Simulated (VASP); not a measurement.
# AlGa3N4 (Cm) in VASP: further runs

AlGa3N4 is run at these levels: r2SCAN; tasks: single point.

Everything below comes from runs of VASP 6.6.1. Logs are shortened: lines on timing, memory, paths and dates and some standing lists are left out, and cuts for length are marked.

## (1) The cell of the first run

Symmetry: Cm, No. 8, monoclinic system. Conventional cell: a = 6.315 Å, b = 6.315 Å, c = 8.993 Å, α = 90.00°, β = 96.72°, γ = 90.00°. Al (site symmetry m) has 4 N at 1.89 Å within 2.5 Å. Within 2.5 Å of Al (site symmetry m) lie 4 N at 1.89 Å. Within 2.6 Å of Ga (site symmetry 1) lie 4 N at 1.95 to 2.23 Å. Ga (site symmetry 1) has 4 N at 1.95 Å within 2.6 Å. Ga (site symmetry m) has 4 N at 1.95 Å within 2.6 Å. Within 2.6 Å of Ga (site symmetry m) lie 4 N at 1.95 Å. N (site symmetry 1) has 1 Al at 1.89 Å and 3 Ga at 1.95 Å within 2.5 Å. Within 2.5 Å of N (site symmetry 1) lie 1 Al at 1.89 Å and 3 Ga at 1.95 Å.

## (2) Single point, r2SCAN (the part above a cut slid along it)

Input file POSCAR:

```
AlGa3N4
1.0
    0.0000000000     -4.4653444451      0.0000000000
    0.0000000000      0.0000000000     -4.4653444451
    8.9306888901     -0.7443729190     -0.7443729190
Al Ga N
2 6 8
Direct
   -0.1356687950     -0.1356687950      0.8138500000
   -0.0523187950     -0.0523187950      0.3138500000
    0.4893562050     -0.0106437950      0.0638500000
    0.4060062050     -0.0939937950      0.5638500000
   -0.0106437950      0.4893562050      0.0638500000
   -0.0939937950      0.4060062050      0.5638500000
    0.3643312050      0.3643312050      0.8138500000
    0.4476812050      0.4476812050      0.3138500000
    0.2127216395      0.7234237497      0.1915255275
    0.1293716395      0.6400737497      0.6915255275
    0.7234237497      0.2127216395      0.1915255275
    0.6400737497      0.1293716395      0.6915255275
    0.0885886603      0.0885886603      0.9361744725
    0.1719386603      0.1719386603      0.4361744725
    0.5992907705      0.5992907705      0.9361744725
    0.6826407705      0.6826407705      0.4361744725
```

Input file INCAR.step1:

```
  ALGO = Normal
  EDIFF = 1E-4
  ENCUT = 520
  GGA = PE
  ISMEAR = 0
  LASPH = True
  LCHARG = False
  LREAL = Auto
  LWAVE = True
  NBANDS = 76
  NELM = 80
  PREC = Accurate
  SIGMA = 0.05
```

Input file INCAR.step2:

```
  ALGO = Normal
  EDIFF = 1E-7
  ENCUT = 520
  ISIF = 2
  ISMEAR = 0
  ISTART = 1
  LASPH = True
  LCHARG = False
  LMIXTAU = True
  LREAL = Auto
  LWAVE = False
  METAGGA = R2SCAN
  NBANDS = 76
  NELM = 80
  PREC = Accurate
  SIGMA = 0.05
```

Input file KPOINTS:

```
k-points
0
Gamma
  5 5 3
```

Potentials or basis: VASP PAW PBE potentials, release 64 (Al, Ga_d, N).

Command:

```bash
> cat potpaw_PBE.64/Al/POTCAR potpaw_PBE.64/Ga_d/POTCAR potpaw_PBE.64/N/POTCAR > POTCAR
> cp INCAR.step1 INCAR
> mpirun -np 1 vasp_std > vasp.out
> cp INCAR.step2 INCAR
> mpirun -np 1 vasp_std > vasp.out
```

OUTCAR:

```text
EDIFF = 1E-7
   ENCUT = 520
   ISIF = 2
   ISMEAR = 0
   ISTART = 1
   LASPH = True
   LREAL = Auto
   METAGGA = R2SCAN
   NELM = 80
   PREC = Accurate

 ion  position               nearest neighbor table
   1  0.864  0.864  0.814-  13 1.89  12 1.89  10 1.89  15 1.89   3 2.78   5 2.78
   2  0.948  0.948  0.314-  14 1.89  11 1.89   9 1.89  16 1.89
   3  0.489  0.989  0.064-   9 1.95  11 1.95  15 2.20  13 2.23   1 2.78   7 2.78
   4  0.406  0.906  0.564-  10 1.95  16 1.95  14 1.95  12 1.95
   5  0.989  0.489  0.064-  11 1.95   9 1.95  15 2.20  13 2.23   1 2.78   7 2.78
   6  0.906  0.406  0.564-  12 1.95  16 1.95  14 1.95  10 1.95
   7  0.364  0.364  0.814-  15 1.95  12 1.95  10 1.95  13 1.95   3 2.78   5 2.78
   8  0.448  0.448  0.314-  16 1.95  11 1.95   9 1.95  14 1.95
   9  0.213  0.723  0.192-   2 1.89   3 1.95   5 1.95   8 1.95
  10  0.129  0.640  0.692-   1 1.89   4 1.95   6 1.95   7 1.95
  11  0.723  0.213  0.192-   2 1.89   5 1.95   3 1.95   8 1.95
  12  0.640  0.129  0.692-   1 1.89   6 1.95   4 1.95   7 1.95
  13  0.089  0.089  0.936-   1 1.89   7 1.95   5 2.23   3 2.23
  14  0.172  0.172  0.436-   2 1.89   4 1.95   6 1.95   8 1.95
  15  0.599  0.599  0.936-   1 1.89   7 1.95   5 2.20   3 2.20
  16  0.683  0.683  0.436-   2 1.89   4 1.95   6 1.95   8 1.95

  LATTYP: Found a base centered monoclinic cell.
 ALAT       =     6.3149506749
 B/A-ratio  =     1.0000000000
 C/A-ratio  =     1.4240045260
 COS(beta)  =    -0.1170642347

  Lattice vectors:

 A1 = (   0.0000000000,   4.4653444451,   0.0000000000)
 A2 = (   0.0000000000,   0.0000000000,   4.4653444451)
 A3 = (   8.9306888901,  -0.7443729190,  -0.7443729190)

Analysis of symmetry for initial positions (statically):
=====================================================================
 Subroutine PRICEL returns:
 Original cell was already a primitive cell.

 Routine SETGRP: Setting up the symmetry group for a
 base centered monoclinic supercell.

 Subroutine GETGRP returns: Found  2 space group operations
 (whereof  2 operations were pure point group operations)
 out of a pool of  4 trial point group operations.

The static configuration has the point symmetry C_1h.

Analysis of symmetry for dynamics (positions and initial velocities):
=====================================================================
 Subroutine PRICEL returns:
 Original cell was already a primitive cell.

 Routine SETGRP: Setting up the symmetry group for a
 base centered monoclinic supercell.

 Subroutine GETGRP returns: Found  2 space group operations
 (whereof  2 operations were pure point group operations)
 out of a pool of  4 trial point group operations.

The dynamic configuration has the point symmetry C_1h.

 Subroutine INISYM returns: Found  2 space group operations
 (whereof  2 operations are pure point group operations),
 and found     1 'primitive' translations

----------------------------------------------------------------------------------------

                                     Primitive cell

  volume of cell :     178.0717

  direct lattice vectors                    reciprocal lattice vectors
     0.000000000 -4.465344445  0.000000000    -0.018665973 -0.223946890  0.000000000
     0.000000000  0.000000000 -4.465344445    -0.018665973  0.000000000 -0.223946890
     8.930688890 -0.744372919 -0.744372919     0.111973445  0.000000000  0.000000000

  length of vectors
     4.465344445  4.465344445  8.992518342     0.224723448  0.224723448  0.111973445

  position of ions in fractional coordinates (direct lattice)
     0.864331205  0.864331205  0.813850000
     0.947681205  0.947681205  0.313850000
     0.489356205  0.989356205  0.063850000
     0.406006205  0.906006205  0.563850000
     0.989356205  0.489356205  0.063850000
     0.906006205  0.406006205  0.563850000
[... 8 lines left out ...]
     0.599290770  0.599290770  0.936174472
     0.682640771  0.682640771  0.436174472

  ion indices of the primitive-cell ions
   primitive index   ion index
                 1           1
                 2           2
                 3           3
                 4           4
                 5           5
                 6           6
[... 8 lines left out ...]
                15          15
                16          16

----------------------------------------------------------------------------------------

 KPOINTS: k-points

Automatic generation of k-mesh.
 Grid dimensions read from file:
 generate k-points for:    5    5    3

 Generating k-lattice:

  Cartesian coordinates                     Fractional coordinates (reciprocal lattice)
    -0.003733195 -0.044789378  0.000000000     0.200000000  0.000000000 -0.000000000
    -0.003733195  0.000000000 -0.044789378     0.000000000  0.200000000 -0.000000000
     0.037324482  0.000000000  0.000000000     0.000000000  0.000000000  0.333333333

  Length of vectors
     0.044944690  0.044944690  0.037324482

  Shift w.r.t. Gamma in fractional coordinates (k-lattice)
     0.000000000  0.000000000  0.000000000

 Subroutine IBZKPT returns following result:
 ===========================================

 Found     24 irreducible k-points:

 Following reciprocal coordinates:
            Coordinates               Weight
  0.000000  0.000000  0.000000      1.000000
  0.200000  0.000000 -0.000000      4.000000
  0.400000  0.000000  0.000000      4.000000
  0.200000  0.200000 -0.000000      2.000000
  0.400000  0.200000 -0.000000      4.000000
 -0.400000  0.200000  0.000000      4.000000
[... 16 lines left out ...]
 -0.200000 -0.400000  0.333333      4.000000
 -0.200000 -0.200000  0.333333      2.000000
   k-points           NKPTS =     24   k-points in BZ     NKDIM =     24   number of bands    NBANDS=     76
   number of dos      NEDOS =    301   number of ions     NIONS =     16
   total plane-waves  NPLWV =  90720
   dimension x,y,z NGX =    36 NGY =   36 NGZ =   70
   dimension x,y,z NGXF=    72 NGYF=   72 NGZF=  140
   ions per type =               2   6   8
   NGX,Y,Z   is equivalent  to a cutoff of  13.40, 13.40, 12.94 a.u.
   NGXF,Y,Z  is equivalent  to a cutoff of  26.81, 26.81, 25.88 a.u.
 SYSTEM =  unknown system
   PREC   = accura    normal or accurate (medium, high low for compatibility)
   ISTART =      1    job   : 0-new  1-cont  2-samecut
   ICHARG =      0    charge: 1-file 2-atom 10-const
   ISPIN  =      1    spin polarized calculation?
   LNONCOLLINEAR =      F non collinear calculations
   LSORBIT =      F    spin-orbit coupling
   LASPH  =      T    aspherical Exc in radial PAW
   ENCUT  =  520.0 eV  38.22 Ry    6.18 a.u.   8.30  8.30 16.72*2*pi/ulx,y,z
   NELM   =     80;   NELMIN=  2; NELMDL=  0     # of ELM steps
   EDIFF  = 0.1E-06   stopping-criterion for ELM
   LREAL  =      T    real-space projection
   EDIFFG = 0.1E-05   stopping-criterion for IOM
   NSW    =      0    number of steps for IOM
   IBRION =     -1    ionic relax: 0-MD 1-quasi-New 2-CG
   NFREE  =      0    steps in history (QN), initial steepest desc. (CG)
   ISIF   =      2    stress and relaxation
   ISYM   =      2    0-nonsym 1-usesym 2-fastsym
   POTIM  = 0.5000    time-step for ionic-motion
   TEBEG  =    0.0;   TEEND  =   0.0 temperature during run
   PSTRESS=    0.0 pullay stress
   NELECT =     124.0000    total number of electrons
   NUPDOWN=      -1.0000    fix difference up-down
   EMIN   =  10.00;   EMAX   =-10.00  energy-range for DOS
   EFERMI =   0.00;   METHOD = LEGACY
   ISMEAR =     0;   SIGMA  =   0.05  broadening in eV -4-tet -1-fermi 0-gaus
   EFERMI_NEDOS =   21; number of points for ismear=-14 and -15
   IALGO  =     38    algorithm
   IMIX   =      4    mixing-type and parameters
     AMIX     =   0.40;   BMIX     =  1.00
     AMIX_MAG =   1.60;   BMIX_MAG =  1.00
  volume/ion in A,a.u.               =      11.13        75.11
  Fermi-wavevector in a.u.,A,eV,Ry     =   1.451055  2.742096 28.647877  2.105560
  Thomas-Fermi vector in A             =   2.568596
   LORBIT       =      0    0 simple, 1 ext, 2 COOP (PROOUT), +10 PAW based schemes
   METAGGA = R2SCAN    functional components
   LHFCALC =     F    Hartree Fock is set to
   AEXX    =    0.0000 exact exchange contribution
   IVDW    =     0    specifies the selected vdW correction
   LEPSILON=     F    determine dielectric tensor
   LRPA    =     F    only Hartree local field effects (RPA)
 non-spin polarized calculation
 Gauss-broadening in eV      SIGMA  =   0.05
  energy-cutoff  :      520.00
  volume of cell :      178.07
 maximum number of plane-waves:      4829
 NGX is ok and might be reduce to    36
   NGX = 17   NGY = 17   NGZ = 33

 number of electron     124.0000036 magnetization

 Free energy of the ion-electron system (eV)
  ---------------------------------------------------
  ext. energy  EPLUGINS =         0.00000000
  ---------------------------------------------------
  free energy    TOTEN  =      -165.34641652 eV

  energy without entropy =     -165.34641652  energy(sigma->0) =     -165.34641652

 E-fermi :   5.9919     XC(G=0): -12.4358

 val. band max:        5.7110227279   @ k =   0.4000   0.4000   0.0000
 cond. band min:       6.9684729521   @ k =   0.0000   0.0000   0.0000
 fundamental gap:      1.2574502241
 Fermi energy:         5.9918882063

 k-point     1 :       0.0000    0.0000    0.0000
  band No.  band energies     occupation
      1     -11.2889      2.00000
      2     -10.5252      2.00000
      3     -10.2646      2.00000
      4     -10.2607      2.00000
      5      -9.9093      2.00000
      6      -9.8170      2.00000
[... 66 lines left out ...]
     73      13.5887      0.00000
     74      13.9486      0.00000

 k-point     2 :       0.2000    0.0000   -0.0000
  band No.  band energies     occupation
      1     -11.1373      2.00000
      2     -10.4612      2.00000
      3     -10.2919      2.00000
      4     -10.2054      2.00000
      5      -9.9487      2.00000
      6      -9.8524      2.00000
[... 1686 lines left out ...]
 k-point    24 :      -0.2000   -0.2000    0.3333
  band No.  band energies     occupation
      1     -10.9369      2.00000
      2     -10.5798      2.00000
      3     -10.2849      2.00000
      4     -10.0739      2.00000
      5      -9.9951      2.00000
      6      -9.8682      2.00000
[... 66 lines left out ...]
     73      13.7514      0.00000
     74      14.2420      0.00000
 [bands above 74 left out]

------------------------ aborting loop because EDIFF is reached ----------------------------------------

  FORCE on cell =-STRESS in cart. coord.  units (eV):
  Direction    XX          YY          ZZ          XY          YZ          ZX
  --------------------------------------------------------------------------------------
  -------------------------------------------------------------------------------------
  Total        6.5265770     -5.0615923     -5.0615923      8.2920729     -7.2942410      8.2921489
  in kB       58.7220432    -45.5410303    -45.5410303     74.6068676    -65.6290019     74.6075513
  external PRESSURE =     -10.7866725 kB  Pullay stress =       0.0000000 kB

 VOLUME and BASIS-vectors are now :
 -----------------------------------------------------------------------------
  energy-cutoff  :      520.00
  volume of cell :      178.07
      direct lattice vectors                 reciprocal lattice vectors
     0.000000000 -4.465344445  0.000000000    -0.018665973 -0.223946890  0.000000000
     0.000000000  0.000000000 -4.465344445    -0.018665973  0.000000000 -0.223946890
     8.930688890 -0.744372919 -0.744372919     0.111973445  0.000000000  0.000000000

 POSITION                                       TOTAL-FORCE (eV/Angst)
 -----------------------------------------------------------------------------------
      7.26824     -4.46534     -4.46534        -0.743955     -0.057431     -0.057431
      2.80290     -4.46534     -4.46534         0.346539      0.114816      0.114816
      0.57022     -2.23267     -4.46534        -0.593306      1.555731      1.773787
      5.03557     -2.23267     -4.46534         0.192886      0.040587      0.018203
      0.57022     -4.46534     -2.23267        -0.593306      1.773787      1.555731
      5.03557     -4.46534     -2.23267         0.192886      0.018203      0.040587
[... 8 lines left out ...]
      8.36068     -3.37290     -3.37290         0.656620     -2.387058     -2.387058
      3.89534     -3.37290     -3.37290        -0.197682     -0.029398     -0.029398
 -----------------------------------------------------------------------------------
    total drift:                               -0.027796      0.027701      0.027701

  FREE ENERGIE OF THE ION-ELECTRON SYSTEM (eV)
  ---------------------------------------------------
  free  energy   TOTEN  =      -165.3464165153 eV

  energy  without entropy=     -165.3464165153  energy(sigma->0) =     -165.34641652
```

It took 16 min on 1 thread of Intel Xeon 6975P-C (Granite Rapids), shared host; peak memory 0.43 GiB.

Results:

```yaml
Free_energy: -165.3464 eV
Pressure: -1.1 GPa
Largest_force: 3.439 eV/Å
Band_gap_on_the_k_mesh: 1.26 eV (least direct gap 1.39 eV)
```

Forces in eV/Å, atoms in the order of the input:
```
Al  -0.744 -0.057 -0.057
Al   0.347  0.115  0.115
Ga  -0.593  1.556  1.774
Ga   0.193  0.041  0.018
Ga  -0.593  1.774  1.556
Ga   0.193  0.018  0.041
Ga  -0.937  0.035  0.035
Ga   0.286  0.091  0.091
N    0.749  0.563  0.463
N   -0.240 -0.142 -0.220
N    0.749  0.463  0.563
N   -0.240 -0.220 -0.142
N    0.604 -1.904 -1.904
N   -0.232  0.085  0.085
N    0.657 -2.387 -2.387
N   -0.198 -0.029 -0.029
```

Caveat: the cell differs from its parent crystal (the part above a cut slid along it); the stress differs along the axes, from -5 to 6 GPa; the PAW data sets were made with another functional, which shifts forces and pressure a little.

## (3) Single point, r2SCAN (the part above a cut slid along it)

Input file POSCAR:

```
AlGa3N4
1.0
    0.0000000000     -4.4653444451      0.0000000000
    0.0000000000      0.0000000000     -4.4653444451
    8.9306888901     -1.4882993036     -1.4882993036
Al Ga N
2 6 8
Direct
   -0.2712562050     -0.2712562050      0.8138500000
   -0.1046062050     -0.1046062050      0.3138500000
    0.4787187950     -0.0212812050      0.0638500000
    0.3120687950     -0.1879312050      0.5638500000
   -0.0212812050      0.4787187950      0.0638500000
   -0.1879312050      0.3120687950      0.5638500000
    0.2287437950      0.2287437950      0.8138500000
    0.3953937950      0.3953937950      0.3138500000
    0.1808134866      0.6915155968      0.1915255275
    0.0141634866      0.5248655968      0.6915255275
    0.6915155968      0.1808134866      0.1915255275
    0.5248655968      0.0141634866      0.6915255275
   -0.0673780068     -0.0673780068      0.9361744725
    0.0992719932      0.0992719932      0.4361744725
    0.4433241034      0.4433241034      0.9361744725
    0.6099741034      0.6099741034      0.4361744725
```

Input file INCAR.step1:

```
SYSTEM = AlGa3N4
PREC = Accurate
ENCUT = 520
ISMEAR = 0
SIGMA = 0.05
LREAL = Auto
LASPH = .True.
NELM = 60
NBANDS = 76
GGA = PE
ALGO = Normal
EDIFF = 1E-4
LWAVE = .True.
LCHARG = .False.
```

Input file INCAR.step2:

```
SYSTEM = AlGa3N4
PREC = Accurate
ENCUT = 520
EDIFF = 1E-6
ISMEAR = 0
SIGMA = 0.05
LREAL = Auto
LASPH = .True.
NELM = 60
ALGO = Normal
ISIF = 2
LWAVE = .False.
LCHARG = .False.
METAGGA = R2SCAN
LMIXTAU = .True.
NBANDS = 76
ISTART = 1
```

Input file KPOINTS:

```
Automatic mesh
0
Gamma
  5 5 3
  0 0 0
```

Potentials or basis: VASP PAW PBE potentials, release 64 (Al, Ga_d, N).

Command:

```bash
> cat potpaw_PBE.64/Al/POTCAR potpaw_PBE.64/Ga_d/POTCAR potpaw_PBE.64/N/POTCAR > POTCAR
> cp INCAR.step1 INCAR
> mpirun -np 1 vasp_std > vasp.out
> cp INCAR.step2 INCAR
> mpirun -np 1 vasp_std > vasp.out
```

Wall time 13 min (1 thread of Intel Xeon 6975P-C (Granite Rapids), shared host); peak memory 0.43 GiB.

It converged, with:

* Free energy: -165.3509 eV
* Pressure: -1.1 GPa
* Largest force: 3.456 eV/Å
* Band gap on the k mesh: 1.26 eV (least direct gap 1.36 eV)

Forces on the atoms (eV/Å):
```
Al  -0.733  0.035  0.035
Al   0.349 -0.099 -0.099
Ga  -0.603 -1.719 -1.579
Ga   0.193 -0.042 -0.009
Ga  -0.603 -1.579 -1.719
Ga   0.193 -0.009 -0.042
Ga  -0.938 -0.007 -0.007
Ga   0.271 -0.105 -0.105
N    0.755 -0.395 -0.642
N   -0.239  0.213  0.138
N    0.755 -0.642 -0.395
N   -0.239  0.138  0.213
N    0.499  2.418  2.418
N   -0.210  0.017  0.017
N    0.763  1.862  1.862
N   -0.215 -0.086 -0.086
```

Stress tensor (GPa, compression positive):
```
 5.83 -7.48 -7.48
-7.48 -4.56 -6.57
-7.48 -6.57 -4.56
```

Levels at points of the mesh, in eV from the valence-band top:
```csv
k point,band 59,band 60,band 61,band 62,band 63,band 64,band 65,band 66
"(0.00, 0.00, 0.00)",-1.36,-0.83,-0.21,-0.10,1.26,1.92,3.04,3.24
```

Caveat: the cell differs from its parent crystal (the part above a cut slid along it); the stress differs along the axes, from -5 to 6 GPa; the PAW data sets were made with another functional, which shifts forces and pressure a little.
